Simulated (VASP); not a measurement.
Input of a VASP 6.6.1 run:

Contents of INCAR:

```
SYSTEM = GaP
PREC = Accurate ; ENCUT = 520
EDIFF = 1E-7 ; ISMEAR = -1
SIGMA = 0.05 ; LREAL = .FALSE.
LASPH = .TRUE. ; NELM = 150
ALGO = Normal ; ISIF = 2
LWAVE = .FALSE. ; LCHARG = .FALSE.
MAGMOM = 0 0 0 0 0 0 ; LORBIT = 11
LSORBIT = .TRUE. ; GGA_COMPAT = .FALSE.
LORBMOM = .TRUE. ; GGA = PE
NBANDS = 30
```

Contents of KPOINTS:

```
Automatic mesh
0
G
  7 7 7
  0 0 0
```

File POSCAR:

```
GaP
1.0
    0.0000000000      2.7252500000      2.7252500000
    2.7252500000      0.0000000000      2.7252500000
    2.7252500000      2.7252500000      0.0000000000
Ga P
1 1
Direct
    0.0000000000      0.0000000000      0.0000000000
    0.7500000000      0.7500000000      0.7500000000
```

Potentials or basis: VASP PAW PBE potentials, release 64 (Ga_d, P).

Launch:

```console
$ cat potpaw_PBE.64/Ga_d/POTCAR potpaw_PBE.64/P/POTCAR > POTCAR
$ mpirun -np 1 vasp_ncl > vasp.out
```

Problem. Estimate the net moment.

Solution. 0.00 μB per cell.

Problem. Estimate the pressure.

Solution. 2.5 GPa.

Moments on the atoms (μB; x, y, z):
```
Ga  0.00 0.00 0.00
P   0.00 0.00 0.00
```
